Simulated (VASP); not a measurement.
A run of VASP 6.6.1 is set up as follows.

Contents of INCAR:

```
PREC = Accurate
ENCUT = 600
EDIFF = 1E-6
ISMEAR = -1
SIGMA = 0.05
LREAL = F
LASPH = T
NELM = 100
ALGO = Normal
ISIF = 3
LWAVE = F
LCHARG = F
IBRION = 2
NSW = 80
EDIFFG = -0.02
```

File KPOINTS:

```
regular mesh
0
Gamma
  12 12 12
```

The input POSCAR:

```
Mo
1.0
   -1.5838089719      1.5838089719      1.5838089719
    1.5838089719     -1.5838089719      1.5838089719
    1.5838089719      1.5838089719     -1.5838089719
Mo
1
Direct
    0.0000000000      0.0000000000      0.0000000000
```

Potentials or basis: VASP PAW LDA potentials, release 64 (Mo_sv).

Command:

```bash
$ cat potpaw_LDA.64/Mo_sv/POTCAR > POTCAR
$ mpirun -np 1 vasp_std > vasp.out
```

**Question.** Predict the band gap on the k mesh.

**Answer.** Zero (band 7 reaches 17.20 eV, above the bottom of band 8 at 11.56 eV).

**Question.** Predict the relaxed volume.

**Answer.** 15.13 Å³/atom.

The path:
```
step  energy change (eV)  largest force (eV/Å)  pressure (GPa)  volume (Å³)
   1              0.0000                0.0000          -13.21        15.89
   2              0.2975                0.0000           58.09        13.06
   3             -0.0331                0.0000           -0.96        15.17
   4             -0.0332                0.0000           -0.17        15.13
```
